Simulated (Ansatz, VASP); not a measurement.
**SrO: VASP beside Ansatz**

```xyz
4
Lattice="0.0000 -2.4689 -2.4689 -2.4689 0.0000 -2.4689 2.4689 2.4689 -4.9378" Properties=species:S:1:pos:R:3 pbc="T T T"
Sr    0.0000    0.0000    0.0161
Sr    0.0000    0.0000   -4.9216
O     0.0000    0.0000   -7.4951
O     0.0000    0.0000   -2.5573
```

Change from the starting cell: mode 8 frozen in at -0.091 Å, equal normal strain along x, y and z -0.0250.

Alike in both runs: task single point; functional LDA; k mesh 9 × 9 × 8; occupations gaussian, width 0.05 eV; no spin polarisation.

|  | VASP | Ansatz |
| --- | --- | --- |
| version | VASP 6.6.1 | Ansatz 0.2.0 |
| potentials or method | VASP PAW LDA potentials, release 64 (Sr_sv, O), cutoff 520 eV | scalar-relativistic, plane waves, PAW |
| valence electrons in the cell | 32 | 32 |

Ansatz gave:

| Item | Value |
| --- | --- |
| gap on the k mesh at the Fermi level (eV) | 3.09 |
| least direct gap on the mesh (eV) | 3.11 |
| pressure (GPa) | 9.8 |
| traceless stress, the component that is largest in VASP (GPa) | 1.40 |
| rms of the force components (eV/Å) | 0.224 |

Estimate VASP's values.

gap on the k mesh at the Fermi level (eV): 3.03; least direct gap on the mesh (eV): 3.05; pressure (GPa): 11.0; traceless stress, the component that is largest in VASP (GPa): 1.48; rms of the force components (eV/Å): 0.240.

LDA's correlation is that of Perdew and Zunger in VASP and of Perdew and Wang (1992) in Ansatz. Atom by atom the forces differ by 0.015 eV/Å (rms over components).
